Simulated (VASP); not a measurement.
FeSi:

```
Fe Si
1.0
     4.44766    0.00000    0.00000
     0.00000    4.44766    0.00000
     0.00000    0.00000    4.44766
Fe Si
4 4
Direct
  0.86398 0.63602 0.36398
  0.63602 0.36398 0.86398
  0.36398 0.86398 0.63602
  0.13602 0.13602 0.13602
  0.15927 0.34073 0.65927
  0.34073 0.65927 0.15927
  0.65927 0.15927 0.34073
  0.84073 0.84073 0.84073
```

| Quantity | Value |
| --- | --- |
| Program | VASP 6.6.1 |
| Task | relaxation of cell and atoms |
| Functional | PBEsol |
| Potentials or basis | VASP PAW PBE potentials, release 64 (Fe, Si) |
| Cutoff | 600 eV |
| k mesh | 6 × 6 × 6 |
| Occupations | fermi-dirac, width 0.02 eV |
| Spin | no spin polarisation |

At the start: pressure -6.3 GPa; volume 11.00 Å³/atom.

**Question.** Where does the relaxation end?

**Answer.** Over 10 steps the energy falls by 6.2 meV/atom and the volume is 10.69 Å³/atom (-2.8 %); space group P2_13 (No. 198, to 0.1 Å) before and after.

The path:
```
step  energy change (eV)  largest force (eV/Å)  pressure (GPa)  volume (Å³)
   1              0.0000                0.0278           -6.34        87.98
   2              0.0477                0.2833           10.11        82.56
   3             -0.0471                0.1125           -0.07        85.68
   4             -0.0471                0.1149            0.07        85.64
   5             -0.0489                0.0561            0.11        85.57
   6             -0.0494                0.0075            0.12        85.51
   7             -0.0494                0.0068            0.08        85.51
   8             -0.0494                0.0062            0.12        85.51
   9             -0.0494                0.0052           -0.17        85.61
  10             -0.0495                0.0036            0.00        85.54
```

Final structure:
```cif
data_structure
_symmetry_space_group_name_H-M 'P 1'
_symmetry_Int_Tables_number 1
_cell_length_a 4.4061
_cell_length_b 4.4061
_cell_length_c 4.4061
_cell_angle_alpha 90.000
_cell_angle_beta 90.000
_cell_angle_gamma 90.000
_cell_volume 85.54
loop_
_atom_site_label
_atom_site_type_symbol
_atom_site_fract_x
_atom_site_fract_y
_atom_site_fract_z
_atom_site_occupancy
Fe1 Fe 0.86271 0.63729 0.36271 1
Fe2 Fe 0.63729 0.36271 0.86271 1
Fe3 Fe 0.36271 0.86271 0.63729 1
Fe4 Fe 0.13729 0.13729 0.13729 1
Si1 Si 0.15895 0.34105 0.65895 1
Si2 Si 0.34105 0.65895 0.15895 1
Si3 Si 0.65895 0.15895 0.34105 1
Si4 Si 0.84105 0.84105 0.84105 1
```

Caveat: the PAW data sets were made with another functional, which shifts forces and pressure a little.
